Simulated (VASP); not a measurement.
Input of a VASP 6.6.1 run:

The input INCAR:

```
SYSTEM = CaO
  PREC = Accurate
  ENCUT = 520
  EDIFF = 1E-7
  ISMEAR = 0
  SIGMA = 0.05
  LREAL = .False.
  LASPH = .True.
  NELM = 60
  ALGO = Normal
  ISIF = 2
  LWAVE = .False.
  LCHARG = .True.
  GGA = PS
  LELF = .True.
  LVHAR = .True.
  NBANDS = 24
```

KPOINTS

```
regular mesh
0
Gamma
  9 9 6
  0 0 0
```

POSCAR

```
CaO
1.0
    4.0518554619      0.0000000000      0.0000000000
   -2.0259277309      3.4052951882      0.0000000000
    0.0000000000      0.0000000000      4.7848400100
Ca O
2 2
Direct
    0.3333333333      0.6666666667      0.7500000000
    0.6666666667      0.3333333333      0.2500000000
    0.3333333333      0.6666666667      0.2500000000
    0.6666666667      0.3333333333      0.7500000000
```

Potentials or basis: VASP PAW PBE potentials, release 64 (Ca_sv, O).

Launch:

```console
$ cat potpaw_PBE.64/Ca_sv/POTCAR potpaw_PBE.64/O/POTCAR > POTCAR
$ mpirun -np 1 vasp_std > vasp.out
```

**Question.** What does it give for the largest force?

**Answer.** 0.187 eV/Å.

**Question.** Predict the band gap on the k mesh.

**Answer.** 3.04 eV, direct.

**Question.** Estimate the pressure.

**Answer.** -1.8 GPa.

Stress tensor (GPa, compression positive):
```
-2.94  0.00  0.00
 0.00 -0.50  0.00
 0.00  0.00 -2.00
```

Caveat: the cell differs from its parent crystal (strain +0.0150 x Voigt [1, -1, 0, 0, 0, 0]); the PAW data sets were made with another functional, which shifts forces and pressure a little. A k mesh can miss the band edges.
